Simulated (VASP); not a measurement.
Input of a VASP 6.6.1 run:

INCAR

```
SYSTEM = AgCl
ALGO     = Normal         ! electronic algorithm
EDIFF    = 1E-7           ! SCF threshold, eV
ENCUT    = 520            ! plane-wave cutoff, eV
GGA      = PE             ! functional
ISIF     = 2              ! what is computed and relaxed
ISMEAR   = 0              ! smearing method
LASPH    = .TRUE.         ! aspherical terms in the spheres
LCHARG   = .TRUE.         ! write CHGCAR
LELF     = .TRUE.         ! ELF
LREAL    = .FALSE.        ! projectors in reciprocal space
LVHAR    = .TRUE.       
LWAVE    = .FALSE.        ! write WAVECAR
NBANDS   = 16             ! bands
NELM     = 60             ! most SCF steps
PREC     = Accurate       ! precision mode
SIGMA    = 0.05           ! smearing width, eV
```

Contents of KPOINTS:

```
k-points
0
G
  8 8 8
  0 0 0
```

Contents of POSCAR:

```
AgCl
1.0
    0.0000000000      2.7311020407      2.8060228508
    2.7311020407      0.0000000000      2.8060228508
    2.7311020407      2.7311020407      0.0000000000
Ag Cl
1 1
Direct
    0.4925160227      0.5074839773      0.5074839773
    0.0227724446     -0.0227724446     -0.0227724446
```

Potentials or basis: VASP PAW PBE potentials, release 64 (Ag, Cl).

Run with:

```bash
$ cat potpaw_PBE.64/Ag/POTCAR potpaw_PBE.64/Cl/POTCAR > POTCAR
$ mpirun -np 1 vasp_std > vasp.out
```

Problem. Predict the largest force.

Solution. 0.309 eV/Å.

Problem. Estimate the pressure.

Solution. 3.1 GPa.

Stress tensor (GPa, compression positive):
```
4.44 0.00 0.00
0.00 2.81 0.00
0.00 0.00 1.99
```
